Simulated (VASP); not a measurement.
Wanted: the native input for a VASP 6.6.1 run.

```yaml
Task: single point
Functional: PBE
Potentials_or_basis: VASP PAW PBE potentials, release 64 (B, P)
Cutoff: 500 eV
k_mesh: 10 × 10 × 10
Occupations: gaussian, width 0.02 eV
Spin: no spin polarisation
Dipole_correction: no
Further_INCAR_settings: ALGO = Normal; EDIFF = 1e-06; NBANDS = 11
```

The structure of BP (ha.bA) lies in POSCAR:

```
BP
1.0
    0.0000000000      2.2740786338      2.2740786338
    2.2740786338      0.0000000000      2.2740786338
    2.2740786338      2.2740786338      0.0000000000
B P
1 1
Direct
    0.0000000000      0.0000000000      0.0000000000
    0.2500000000      0.2500000000      0.2500000000
```

The input as run:

INCAR

```
SYSTEM = BP
ALGO     = Normal         ! electronic algorithm
EDIFF    = 1E-6           ! SCF threshold, eV
ENCUT    = 500            ! plane-wave cutoff, eV
GGA      = PE             ! functional
GGA_COMPAT= .False.      
ISIF     = 2              ! what is computed and relaxed
ISMEAR   = 0              ! smearing method
LASPH    = .True.         ! aspherical terms in the spheres
LCHARG   = .False.        ! write CHGCAR
LREAL    = .False.        ! projectors in reciprocal space
LWAVE    = .False.        ! write WAVECAR
NBANDS   = 11             ! bands
NELM     = 120            ! most SCF steps
PREC     = Accurate       ! precision mode
SIGMA    = 0.02           ! smearing width, eV
```

KPOINTS

```
k-points
0
Gamma
  10 10 10
  0 0 0
```

Potentials or basis: VASP PAW PBE potentials, release 64 (B, P).

Command:

```console
$ cat potpaw_PBE.64/B/POTCAR potpaw_PBE.64/P/POTCAR > POTCAR
$ mpirun -np 1 vasp_std > vasp.out
```

Results of the run:

| Quantity | Value |
| --- | --- |
| Pressure | -0.2 GPa |
| Band gap on the k mesh | 1.25 eV, indirect (least direct gap 3.39 eV) |

Wall time 6 s on 1 thread of Intel(R) Xeon(R) 6975P-C (Granite Rapids), on a shared host, peak memory 0.13 GiB.
